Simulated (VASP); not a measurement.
# TiSe (P6_3/mmc) in VASP: further runs

The runs below take TiSe through relaxation of shape and atoms at fixed volume, single point, with PBEsol.

Program: VASP 6.6.1. These are calculated values, not measurements. Logs are shortened: lines on timing, memory, paths and dates and some standing lists are left out, and cuts for length are marked.

## (1) The cell of the first run

It takes space group P6_3/mmc (No. 194, hexagonal). The conventional cell has a = 3.483 Å, b = 3.483 Å, c = 6.906 Å, α = 90.00°, β = 90.00°, γ = 120.00°. Within 3.5 Å of Ti (site symmetry -3m) lie 6 Se at 2.65 Å and 8 Ti at 3.45 to 3.48 Å. Se (site symmetry -6m2) has 6 Ti at 2.65 Å and 6 Se at 3.48 Å within 3.5 Å.

## (2) Relaxation of shape and atoms at fixed volume, PBEsol (18.14 Å³/atom)

Contents of INCAR:

```
PREC     = Accurate       # precision mode
ENCUT    = 600            # plane-wave cutoff, eV
EDIFF    = 1E-6           # SCF threshold, eV
ISMEAR   = 0              # smearing method
SIGMA    = 0.1            # smearing width, eV
LREAL    = False          # projectors in reciprocal space
LASPH    = True           # aspherical terms in the spheres
NELM     = 60             # most SCF steps
ALGO     = Normal         # electronic algorithm
ISIF     = 4              # what is computed and relaxed
LWAVE    = False          # write WAVECAR
LCHARG   = False          # write CHGCAR
GGA      = PS             # functional
IBRION   = 2              # ionic algorithm
NSW      = 50             # ionic steps
EDIFFG   = -0.01          # ionic threshold
```

Contents of KPOINTS:

```
Automatic mesh
0
Gamma
  12 12 8
```

Contents of POSCAR:

```
TiSe
1.0
    3.4827919952      0.0000000000      0.0000000000
   -1.7413959976      3.0161863439      0.0000000000
    0.0000000000      0.0000000000      6.9061275187
Ti Se
2 2
Direct
    0.0000000000      0.0000000000      0.0000000000
    0.0000000000      0.0000000000      0.5000000000
    0.3333333333      0.6666666667      0.2500000000
    0.6666666667      0.3333333333      0.7500000000
```

Potentials or basis: VASP PAW PBE potentials, release 64 (Ti_sv, Se).

Command:

```
$ cat potpaw_PBE.64/Ti_sv/POTCAR potpaw_PBE.64/Se/POTCAR > POTCAR
$ mpirun -np 1 vasp_std > vasp.out
```

OUTCAR:

```text
PREC = Accurate
   ENCUT = 600
   EDIFF = 1E-6
   ISMEAR = 0
   LREAL = False
   LASPH = True
   NELM = 60
   ISIF = 4
   GGA = PS
   IBRION = 2
   NSW = 50
   EDIFFG = -0.01

 ion  position               nearest neighbor table
   1  0.000  0.000  0.000-   3 2.65   4 2.65   3 2.65   4 2.65   4 2.65   3 2.65
   2  0.000  0.000  0.500-   3 2.65   4 2.65   3 2.65   4 2.65   4 2.65   3 2.65
   3  0.333  0.667  0.250-   1 2.65   2 2.65   1 2.65   2 2.65   1 2.65   2 2.65
   4  0.667  0.333  0.750-   1 2.65   2 2.65   1 2.65   2 2.65   1 2.65   2 2.65

  LATTYP: Found a hexagonal cell.
 ALAT       =     3.4827919952
 C/A-ratio  =     1.9829285034

  Lattice vectors:

 A1 = (   3.4827919952,   0.0000000000,   0.0000000000)
 A2 = (  -1.7413959976,   3.0161863439,   0.0000000000)
 A3 = (   0.0000000000,   0.0000000000,   6.9061275187)

Analysis of symmetry for initial positions (statically):
=====================================================================
 Subroutine PRICEL returns:
 Original cell was already a primitive cell.

 Routine SETGRP: Setting up the symmetry group for a
 hexagonal supercell.

 Subroutine GETGRP returns: Found 24 space group operations
 (whereof 12 operations were pure point group operations)
 out of a pool of 24 trial point group operations.

The static configuration has the point symmetry D_3d.
 The point group associated with its full space group is D_6h.

Analysis of symmetry for dynamics (positions and initial velocities):
=====================================================================
 Subroutine PRICEL returns:
 Original cell was already a primitive cell.

 Routine SETGRP: Setting up the symmetry group for a
 hexagonal supercell.

 Subroutine GETGRP returns: Found 24 space group operations
 (whereof 12 operations were pure point group operations)
 out of a pool of 24 trial point group operations.

The dynamic configuration has the point symmetry D_3d.
 The point group associated with its full space group is D_6h.

 Subroutine INISYM returns: Found 24 space group operations
 (whereof 12 operations are pure point group operations),
 and found     1 'primitive' translations

----------------------------------------------------------------------------------------

                                     Primitive cell

  volume of cell :      72.5471

  direct lattice vectors                    reciprocal lattice vectors
     3.482791995  0.000000000  0.000000000     0.287125961  0.165772251  0.000000000
    -1.741395998  3.016186344  0.000000000     0.000000000  0.331544502  0.000000000
     0.000000000  0.000000000  6.906127519     0.000000000  0.000000000  0.144798948

  length of vectors
     3.482791995  3.482791995  6.906127519     0.331544502  0.331544502  0.144798948

  position of ions in fractional coordinates (direct lattice)
     0.000000000  0.000000000  0.000000000
     0.000000000  0.000000000  0.500000000
     0.333333333  0.666666667  0.250000000
     0.666666667  0.333333333  0.750000000

  ion indices of the primitive-cell ions
   primitive index   ion index
                 1           1
                 2           2
                 3           3
                 4           4

----------------------------------------------------------------------------------------

 KPOINTS: Automatic mesh

Automatic generation of k-mesh.
 Grid dimensions read from file:
 generate k-points for:   12   12    8

 Generating k-lattice:

  Cartesian coordinates                     Fractional coordinates (reciprocal lattice)
     0.023927163  0.013814354  0.000000000     0.083333333  0.000000000  0.000000000
     0.000000000  0.027628709  0.000000000     0.000000000  0.083333333  0.000000000
     0.000000000  0.000000000  0.018099869     0.000000000  0.000000000  0.125000000

  Length of vectors
     0.027628709  0.027628709  0.018099869

  Shift w.r.t. Gamma in fractional coordinates (k-lattice)
     0.000000000  0.000000000  0.000000000

 Subroutine IBZKPT returns following result:
 ===========================================

 Found     95 irreducible k-points:

 Following reciprocal coordinates:
            Coordinates               Weight
  0.000000  0.000000  0.000000      1.000000
  0.083333 -0.000000  0.000000      6.000000
  0.166667  0.000000  0.000000      6.000000
  0.250000  0.000000  0.000000      6.000000
  0.333333  0.000000  0.000000      6.000000
  0.416667  0.000000  0.000000      6.000000
[... 16 lines left out ...]
  0.250000  0.000000  0.125000     12.000000
  0.333333  0.000000  0.125000     12.000000
 [... further k-points ...]
   k-points           NKPTS =     95   k-points in BZ     NKDIM =     95   number of bands    NBANDS=     22
   number of dos      NEDOS =    301   number of ions     NIONS =      4
   total plane-waves  NPLWV =  43904
   dimension x,y,z NGX =    28 NGY =   28 NGZ =   56
   dimension x,y,z NGXF=    56 NGYF=   56 NGZF=  112
   ions per type =               2   2
   NGX,Y,Z   is equivalent  to a cutoff of  13.37, 13.37, 13.48 a.u.
   NGXF,Y,Z  is equivalent  to a cutoff of  26.73, 26.73, 26.96 a.u.
 SYSTEM =  unknown system
   PREC   = accura    normal or accurate (medium, high low for compatibility)
   ISTART =      0    job   : 0-new  1-cont  2-samecut
   ICHARG =      2    charge: 1-file 2-atom 10-const
   ISPIN  =      1    spin polarized calculation?
   LNONCOLLINEAR =      F non collinear calculations
   LSORBIT =      F    spin-orbit coupling
   LASPH  =      T    aspherical Exc in radial PAW
   ENCUT  =  600.0 eV  44.10 Ry    6.64 a.u.   6.96  6.96 13.79*2*pi/ulx,y,z
   NELM   =     60;   NELMIN=  2; NELMDL= -5     # of ELM steps
   EDIFF  = 0.1E-05   stopping-criterion for ELM
   LREAL  =      F    real-space projection
   EDIFFG = -.1E-01   stopping-criterion for IOM
   NSW    =     50    number of steps for IOM
   IBRION =      2    ionic relax: 0-MD 1-quasi-New 2-CG
   NFREE  =      1    steps in history (QN), initial steepest desc. (CG)
   ISIF   =      4    stress and relaxation
   ISYM   =      2    0-nonsym 1-usesym 2-fastsym
   POTIM  = 0.5000    time-step for ionic-motion
   TEBEG  =    0.0;   TEEND  =   0.0 temperature during run
   PSTRESS=    0.0 pullay stress
   NELECT =      36.0000    total number of electrons
   NUPDOWN=      -1.0000    fix difference up-down
   EMIN   =  10.00;   EMAX   =-10.00  energy-range for DOS
   EFERMI =   0.00;   METHOD = LEGACY
   ISMEAR =     0;   SIGMA  =   0.10  broadening in eV -4-tet -1-fermi 0-gaus
   EFERMI_NEDOS =   21; number of points for ismear=-14 and -15
   IALGO  =     38    algorithm
   IMIX   =      4    mixing-type and parameters
     AMIX     =   0.40;   BMIX     =  1.00
     AMIX_MAG =   1.60;   BMIX_MAG =  1.00
  volume/ion in A,a.u.               =      18.14       122.39
  Fermi-wavevector in a.u.,A,eV,Ry     =   1.296091  2.449257 22.855780  1.679852
  Thomas-Fermi vector in A             =   2.427570
   LORBIT       =      0    0 simple, 1 ext, 2 COOP (PROOUT), +10 PAW based schemes
   GGA     = PS    functional components
   LHFCALC =     F    Hartree Fock is set to
   AEXX    =    0.0000 exact exchange contribution
   IVDW    =     0    specifies the selected vdW correction
   LEPSILON=     F    determine dielectric tensor
   LRPA    =     F    only Hartree local field effects (RPA)
 conjugate gradient relaxation of ions
 non-spin polarized calculation
 Gauss-broadening in eV      SIGMA  =   0.10
  energy-cutoff  :      600.00
  volume of cell :       72.55
 maximum number of plane-waves:      2448
 NGX is ok and might be reduce to    28
   NGX = 13   NGY = 13   NGZ = 27

--------------------------------------- Ionic step        1  -------------------------------------------

 number of electron      36.0000001 magnetization

 Free energy of the ion-electron system (eV)
  ---------------------------------------------------
  ext. energy  EPLUGINS =         0.00000000
  ---------------------------------------------------
  free energy    TOTEN  =       -28.98788652 eV

  energy without entropy =      -28.97173355  energy(sigma->0) =      -28.97981004

------------------------ aborting loop because EDIFF is reached ----------------------------------------

  FORCE on cell =-STRESS in cart. coord.  units (eV):
  Direction    XX          YY          ZZ          XY          YZ          ZX
  --------------------------------------------------------------------------------------
  -------------------------------------------------------------------------------------
  Total       -4.1637294     -4.1637294     -4.6128127     -0.0000000     -0.0000000      0.0000000
  in kB      -91.9544569    -91.9544569   -101.8722971     -0.0000000     -0.0000000      0.0000000
  external PRESSURE =     -95.2604037 kB  Pullay stress =       0.0000000 kB
[... 61 lines left out ...]
  energy  without entropy=      -28.9724321006  energy(sigma->0) =      -28.98073360

--------------------------------------- Ionic step        3  -------------------------------------------

 number of electron      36.0000005 magnetization

 Free energy of the ion-electron system (eV)
  ---------------------------------------------------
  ext. energy  EPLUGINS =         0.00000000
  ---------------------------------------------------
  free energy    TOTEN  =       -28.98928170 eV

  energy without entropy =      -28.97236581  energy(sigma->0) =      -28.98082375

 E-fermi :   7.8826     XC(G=0): -11.2044

 val. band max:        7.8777261400   @ k =   0.0833   0.0833   0.3750
 cond. band min:       7.8836295152   @ k =   0.1667   0.0000   0.1250
 fundamental gap:      0.0059033752
 Fermi energy:         7.8825968566

 k-point     1 :       0.0000    0.0000    0.0000
  band No.  band energies     occupation
      1     -49.3676      2.00000
      2     -49.3616      2.00000
      3     -25.8362      2.00000
      4     -25.7403      2.00000
      5     -25.6975      2.00000
      6     -25.6975      2.00000
[... 574 lines left out ...]
      6     -25.7324      2.00000
[... 14 lines left out ...]
     21       8.9535      0.00000
     22       9.2595      0.00000

 [... further k-points ...]

------------------------ aborting loop because EDIFF is reached ----------------------------------------

  FORCE on cell =-STRESS in cart. coord.  units (eV):
  Direction    XX          YY          ZZ          XY          YZ          ZX
  --------------------------------------------------------------------------------------
  -------------------------------------------------------------------------------------
  Total       -4.2348918     -4.2348918     -4.2381650      0.0000000     -0.0000000      0.0000000
  in kB      -93.5260518    -93.5260518    -93.5983391      0.0000000     -0.0000000      0.0000000
  external PRESSURE =     -93.5501476 kB  Pullay stress =       0.0000000 kB
[... 19 lines left out ...]
  FREE ENERGIE OF THE ION-ELECTRON SYSTEM (eV)
  ---------------------------------------------------
  free  energy   TOTEN  =       -28.9892816979 eV

  energy  without entropy=      -28.9723658058  energy(sigma->0) =      -28.98082375

 reached required accuracy - stopping structural energy minimisation
```

Wall time 4 min (1 thread of Intel Xeon 6975P-C (Granite Rapids), shared host); peak memory 0.32 GiB.

What came out:

| Quantity | Value |
| --- | --- |
| Free energy | -28.9893 eV |
| Energy gained by relaxing | 0.3 meV/atom |
| Ionic steps | 3 |
| Pressure after relaxing | -9.4 GPa |
| Band gap on the k mesh | zero (bands 18 and 19 overlap by 0.40 eV) |

Step by step:
```tsv
step	energy change (eV)	largest force (eV/Å)	pressure (GPa)	volume (Å³)
1	0.0000	0.0000	-9.53	72.55
2	-0.0011	0.0000	-9.42	72.55
3	-0.0014	0.0000	-9.36	72.55
```

Final structure:
```cif
data_structure
_symmetry_space_group_name_H-M 'P 1'
_symmetry_Int_Tables_number 1
_cell_length_a 3.4936
_cell_length_b 3.4936
_cell_length_c 6.8636
_cell_angle_alpha 90.000
_cell_angle_beta 90.000
_cell_angle_gamma 120.000
_cell_volume 72.55
loop_
_atom_site_label
_atom_site_type_symbol
_atom_site_fract_x
_atom_site_fract_y
_atom_site_fract_z
_atom_site_occupancy
Ti1 Ti 0.00000 0.00000 0.00000 1
Ti2 Ti 0.00000 0.00000 0.50000 1
Se1 Se 0.33333 0.66667 0.25000 1
Se2 Se 0.66667 0.33333 0.75000 1
```

Levels at points of the mesh, in eV from the Fermi level:
| k point | band 15 | band 16 | band 17 | band 18 | band 19 | band 20 | band 21 | band 22 |
| --- | --- | --- | --- | --- | --- | --- | --- | --- |
| (0.00, 0.00, 0.00) | -1.81 | -1.09 | -1.09 | -0.21 | -0.21 | -0.01 | -0.01 | 0.98 |
| (0.50, 0.00, 0.00) | -3.79 | -2.67 | -1.66 | -0.76 | 0.53 | 1.38 | 1.51 | 1.57 |
| (0.00, 0.00, 0.50) | -2.54 | -2.54 | -0.03 | -0.03 | 0.32 | 0.32 | 0.32 | 0.32 |
| (0.50, 0.00, 0.50) | -3.33 | -3.33 | -1.07 | -1.07 | 1.42 | 1.42 | 1.44 | 1.44 |

Caveat: the PAW data sets were made with another functional, which shifts forces and pressure a little.

## (3) Single point, PBEsol

This run uses another cell than the first one, of 15.20 Å³/atom.

Contents of INCAR:

```
  PREC = Accurate
  ENCUT = 520
  EDIFF = 1E-6
  ISMEAR = 0
  SIGMA = 0.1
  LREAL = F
  LASPH = T
  NELM = 80
  ALGO = Normal
  ISIF = 2
  LWAVE = F
  LCHARG = F
  GGA = PS
  NBANDS = 26
```

Contents of KPOINTS:

```
regular mesh
0
Gamma
  12 12 8
```

Contents of POSCAR:

```
TiSe
1.0
    3.2452910805      0.0000000000      0.0000000000
   -1.6226455403      2.8105045184      0.0000000000
    0.0000000000      0.0000000000      6.6641293577
Ti Se
2 2
Direct
    0.0000000000      0.0000000000      0.0000000000
    0.0000000000      0.0000000000      0.5000000000
    0.3333333333      0.6666666667      0.2500000000
    0.6666666667      0.3333333333      0.7500000000
```

Potentials or basis: VASP PAW PBE potentials, release 64 (Ti_sv, Se).

Command:

```
$ cat potpaw_PBE.64/Ti_sv/POTCAR potpaw_PBE.64/Se/POTCAR > POTCAR
$ mpirun -np 1 vasp_std > vasp.out
```

Run time: 44 s. Hardware: 1 thread of Intel Xeon 6975P-C (Granite Rapids), shared host; peak memory 0.26 GiB.

Results (log left out):

```
Free energy            : -28.9999 eV
Pressure               : 12.4 GPa
Band gap on the k mesh : zero (bands 18 and 19 overlap by 0.53 eV)
```

Stress tensor (GPa, compression positive):
```
12.35  0.00  0.00
 0.00 12.35  0.00
 0.00  0.00 12.44
```

Levels at points of the mesh, in eV from the Fermi level:
| k point | band 16 | band 17 | band 18 | band 19 | band 20 | band 21 |
| --- | --- | --- | --- | --- | --- | --- |
| (0.00, 0.00, 0.00) | -0.43 | -0.43 | -0.20 | -0.20 | 0.10 | 0.10 |
| (0.50, 0.00, 0.00) | -2.42 | -2.14 | -1.21 | 0.65 | 1.99 | 1.99 |
| (0.00, 0.00, 0.50) | -2.41 | -0.15 | -0.15 | 0.48 | 0.48 | 0.48 |
| (0.50, 0.00, 0.50) | -3.41 | -1.48 | -1.48 | 1.81 | 1.81 | 2.05 |

Caveat: the cell stands under pressure; the PAW data sets were made with another functional, which shifts forces and pressure a little.

## (4) Single point, PBEsol

This run uses another cell than the first one, of 16.00 Å³/atom.

Contents of INCAR:

```
ALGO = Normal
EDIFF = 1E-6
ENCUT = 520
GGA = PS
ISIF = 2
ISMEAR = 0
LASPH = True
LCHARG = False
LREAL = False
LWAVE = False
NBANDS = 26
NELM = 60
PREC = Accurate
SIGMA = 0.1
```

Contents of KPOINTS:

```
k-points
0
Gamma
  12 12 8
```

Contents of POSCAR:

```
TiSe
1.0
    3.3155151366      0.0000000000      0.0000000000
   -1.6577575683      2.8713203349      0.0000000000
    0.0000000000      0.0000000000      6.7221416369
Ti Se
2 2
Direct
    0.0000000000      0.0000000000      0.0000000000
    0.0000000000      0.0000000000      0.5000000000
    0.3333333333      0.6666666667      0.2500000000
    0.6666666667      0.3333333333      0.7500000000
```

Command:

```
$ cat potpaw_PBE.64/Ti_sv/POTCAR potpaw_PBE.64/Se/POTCAR > POTCAR
$ mpirun -np 1 vasp_std > vasp.out
```

It took 66 s on 1 thread of Intel Xeon 6975P-C (Granite Rapids), shared host; peak memory 0.28 GiB.

Results (log left out):

```
Free energy            : -29.1644 eV
Pressure               : 4.2 GPa
Band gap on the k mesh : zero (bands 18 and 19 overlap by 0.49 eV)
```

Levels at points of the mesh, in eV from the Fermi level:
```
           k point  band 15  band 16  band 17  band 18  band 19  band 20  band 21  band 22
(0.00, 0.00, 0.00)    -2.22    -0.65    -0.65    -0.20    -0.20     0.06     0.06     1.17
(0.50, 0.00, 0.00)    -3.96    -2.51    -1.99    -1.07     0.61     1.80     1.89     1.92
(0.00, 0.00, 0.50)    -2.45    -2.45    -0.10    -0.10     0.43     0.43     0.43     0.43
(0.50, 0.00, 0.50)    -3.39    -3.39    -1.35    -1.35     1.70     1.70     1.86     1.86
```

Caveat: the cell stands under pressure; the PAW data sets were made with another functional, which shifts forces and pressure a little.

## (5) Single point, PBEsol

This run uses another cell than the first one, of 16.35 Å³/atom.

Contents of INCAR:

```
SYSTEM = TiSe
  PREC = Accurate
  ENCUT = 520
  EDIFF = 1E-6
  ISMEAR = 0
  SIGMA = 0.1
  LREAL = .FALSE.
  LASPH = .TRUE.
  NELM = 80
  ALGO = Normal
  ISIF = 2
  LWAVE = .FALSE.
  LCHARG = .TRUE.
  GGA = PS
  LELF = .TRUE.
  LVHAR = .TRUE.
  NBANDS = 26
```

Contents of KPOINTS:

```
regular mesh
0
G
  12 12 8
  0 0 0
```

Contents of POSCAR:

```
TiSe
1.0
    3.3461603187      0.0000000000      0.0000000000
   -1.6730801594      2.8978598411      0.0000000000
    0.0000000000      0.0000000000      6.7465986311
Ti Se
2 2
Direct
    0.0000000000      0.0000000000      0.0000000000
    0.0000000000      0.0000000000      0.5000000000
    0.3333333333      0.6666666667      0.2500000000
    0.6666666667      0.3333333333      0.7500000000
```

Command:

```
$ cat potpaw_PBE.64/Ti_sv/POTCAR potpaw_PBE.64/Se/POTCAR > POTCAR
$ mpirun -np 1 vasp_std > vasp.out
```

Run time: 77 s. Hardware: 1 thread of Intel Xeon 6975P-C (Granite Rapids), shared host; peak memory 0.28 GiB.

It converged, with:

| Quantity | Value |
| --- | --- |
| Free energy | -29.1892 eV |
| Pressure | 1.3 GPa |
| Band gap on the k mesh | zero (bands 18 and 19 overlap by 0.47 eV) |

Levels at points of the mesh, in eV from the Fermi level:
| k point | band 15 | band 16 | band 17 | band 18 | band 19 | band 20 | band 21 | band 22 |
| --- | --- | --- | --- | --- | --- | --- | --- | --- |
| (0.00, 0.00, 0.00) | -2.14 | -0.74 | -0.74 | -0.20 | -0.20 | 0.05 | 0.05 | 1.13 |
| (0.50, 0.00, 0.00) | -3.93 | -2.54 | -1.93 | -1.01 | 0.59 | 1.72 | 1.84 | 1.85 |
| (0.00, 0.00, 0.50) | -2.47 | -2.47 | -0.09 | -0.09 | 0.41 | 0.41 | 0.41 | 0.41 |
| (0.50, 0.00, 0.50) | -3.38 | -3.38 | -1.30 | -1.30 | 1.65 | 1.65 | 1.78 | 1.78 |

Caveat: the PAW data sets were made with another functional, which shifts forces and pressure a little.

## (6) Overview

```csv
task,cell,cutoff (eV),gap on the mesh (eV),pressure (GPa)
relaxation of shape and atoms at fixed volume,"relaxed from a = 3.483, b = 3.483, c = 6.906 Å, angles 90.0, 90.0, 120.0°, 4 atoms",600,none,-9.4
single point,"a = 3.245, b = 3.245, c = 6.664 Å, angles 90.0, 90.0, 120.0°, 4 atoms",520,none,12.4
single point,"a = 3.316, b = 3.316, c = 6.722 Å, angles 90.0, 90.0, 120.0°, 4 atoms",520,none,4.2
single point,"a = 3.346, b = 3.346, c = 6.747 Å, angles 90.0, 90.0, 120.0°, 4 atoms",520,none,1.3
```

Alike in all rows: level PBEsol; potentials or basis VASP PAW PBE potentials, release 64 (Ti_sv, Se); no spin polarisation; k mesh 12 × 12 × 8; smearing gaussian 0.1 eV.

Caveats: the PAW data sets were made with another functional, which shifts forces and pressure a little; the cell stands under pressure (at least some runs).

Absolute energies hang on the potentials; compare differences alone.
